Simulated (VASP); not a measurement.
A run of VASP 6.6.1:

INCAR

```
SYSTEM = SnSe2
  PREC = Accurate
  ENCUT = 520
  EDIFF = 1E-6
  ISMEAR = 0
  SIGMA = 0.05
  LREAL = .False.
  LASPH = .True.
  NELM = 60
  ALGO = Normal
  ISIF = 2
  LWAVE = .False.
  LCHARG = .False.
  GGA = PS
  NBANDS = 20
```

File KPOINTS:

```
Automatic mesh
0
Gamma
  6 6 4
  0 0 0
```

File POSCAR:

```
SnSe2
1.0
    3.8109987816      0.0000000000      0.0000000000
   -1.9054993908      3.3004217586      0.0000000000
    0.0000000000      0.0000000000      6.1370000000
Sn Se
1 2
Direct
    0.0000000000      0.0000000000      0.0000000000
    0.3772334420      0.6988037767      0.2744419097
    0.6666666667      0.3333333333      0.7500000000
```

Potentials or basis: VASP PAW PBE potentials, release 64 (Sn_d, Se).

Command:

```console
$ cat potpaw_PBE.64/Sn_d/POTCAR potpaw_PBE.64/Se/POTCAR > POTCAR
$ mpirun -np 1 vasp_std > vasp.out
```

Hardware: 1 thread of AMD EPYC 9R45 96-Core Processor (Zen 5), with other jobs on the host.

Problem. How long does it take, and how much memory?

Solution. It took 52 s on 1 thread of AMD EPYC 9R45 96-Core Processor (Zen 5), on a shared host, peak memory 0.23 GiB. Counts: scf iterations 13, k points 76.
